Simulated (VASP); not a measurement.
Input of a VASP 6.6.1 run:

File INCAR:

```
PREC = Accurate
ENCUT = 520
EDIFF = 1E-7
ISMEAR = 0
SIGMA = 0.1
LREAL = False
LASPH = True
NELM = 80
ALGO = Normal
ISIF = 2
LWAVE = False
LCHARG = False
GGA = PE
IVDW = 12
NBANDS = 13
```

Contents of KPOINTS:

```
Automatic mesh
0
Gamma
  6 6 4
```

File POSCAR:

```
SiC2
1.0
    2.8211258000      0.0000000000      0.0000000000
   -1.4105629000      2.4431666100      0.0000000000
    0.0000000000      0.0000000000      4.8512324000
Si C
1 2
Direct
    0.0000000000      0.0000000000      0.0000000000
    0.3333333300      0.6666666700      0.7604702700
    0.6666666700      0.3333333300      0.2395297300
```

Potentials or basis: VASP PAW PBE potentials, release 64 (Si, C).

Command:

```console
$ cat potpaw_PBE.64/Si/POTCAR potpaw_PBE.64/C/POTCAR > POTCAR
$ mpirun -np 1 vasp_std > vasp.out
```

Task: What does it give for the pressure?

Result: -6.7 GPa.

Task: Estimate the largest force.

Result: 0.908 eV/Å.

Stress tensor (GPa, compression positive):
```
  3.84   0.00   0.00
  0.00   3.84   0.00
  0.00   0.00 -27.87
```

Caveat: the k points lie up to 0.43 Å⁻¹ apart; pairwise dispersion overbinds metals, which lowers pressure and volume.
